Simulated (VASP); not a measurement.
A run of VASP 6.6.1 is set up as follows.

INCAR

```
SYSTEM = H3CN
ALGO = Normal
EDIFF = 1E-6
ENCUT = 1000
GGA = PE
GGA_COMPAT = .False.
ISIF = 2
ISMEAR = -1
IVDW = 12
LASPH = .True.
LCHARG = .True.
LELF = .True.
LREAL = Auto
LVHAR = .True.
LWAVE = .False.
NBANDS = 74
NELM = 120
PREC = Accurate
SIGMA = 0.05
```

File KPOINTS:

```
k-points
0
Gamma
  1 1 1
  0 0 0
```

The input POSCAR:

```
H3CN
1.0
    8.4343270000      0.0000000000      0.0000000000
    0.0000000000      8.4343270000      0.0000000000
    0.0000000000      0.0000000000      8.4343270000
N C H
8 8 24
Direct
    0.1420148875      0.8640404860      0.9182001125
    0.2159389836      0.7574166854      0.9034390059
    0.7460227710      0.7119595908      0.1588982737
    0.8066203741      0.5999293127      0.1379244604
    0.4892269413      0.0019681475      1.0547848097
    0.6036759068     -0.0218037551      1.1181805021
    0.1372367944      0.7478367865      0.3651269390
    0.1387662584      0.7902586656      0.2454730532
    0.8366049834      0.0516935139      0.6400036423
    0.7860259627     -0.0203454289      0.4843895666
   -0.0143461357      0.2434574804      0.0625657507
    0.1576415048      0.1710035667     -0.0088566640
    0.3503895450      0.2494923424      0.5806509518
    0.2575427773      0.3694426360      0.4951076713
    0.6179153357      0.6334115336      0.7855754229
    0.7069325152      0.5428886027      0.6562467877
    0.9001903768      0.1635933727      0.6591041585
    0.7265547091      0.0540529197      0.7138921695
    0.9138132776     -0.0465478751      0.6843580999
    0.6708419059     -0.0635142555      0.4637121610
    0.8138527235      0.0440817625      0.3744222864
    0.8279854457     -0.1442201613      0.4977160596
    0.0286685589      0.3193378677      0.1488678350
   -0.0850808843      0.3317751375     -0.0037703067
   -0.0896337076      0.1332412177      0.1067897889
    0.1551872485      0.1666760134     -0.1621587591
    0.2762638916      0.2056832750      0.0340513238
    0.1835356870      0.0413785237      0.0164091338
    0.3015178330      0.1359800254      0.6348935724
    0.4703635512      0.2175870108      0.5464099270
    0.3773270825      0.2955066836      0.7068732336
    0.3330674753      0.4857174734      0.4648503668
    0.2055172867      0.2988264505      0.3946847211
    0.1744537531      0.4143661966      0.5859270099
    0.6184370134      0.7581280640      0.7701977882
    0.5005615741      0.6102324465      0.8128212245
    0.7042529890      0.6128052659      0.9071500311
    0.6477458130      0.4788645259      0.5572703074
    0.7730907279      0.6442244888      0.6127459844
    0.8026722227      0.4535631592      0.7069799404
```

Potentials or basis: VASP PAW PBE potentials, release 64 (N_h, C_h, H_h).

Command:

```bash
$ cat potpaw_PBE.64/N_h/POTCAR potpaw_PBE.64/C_h/POTCAR potpaw_PBE.64/H_h/POTCAR > POTCAR
$ mpirun -np 1 vasp_gam > vasp.out
```

(1) Predict the largest force.

(2) Predict the band gap on the k mesh.

(3) Estimate the dispersion energy per atom.

(4) Predict the pressure.

## Answers

(1) 5.338 eV/Å.

(2) 4.65 eV.

(3) -0.033 eV.

(4) -0.2 GPa.

Caveat: the k points lie up to 0.74 Å⁻¹ apart; the atoms stand as in a frame of molecular dynamics.
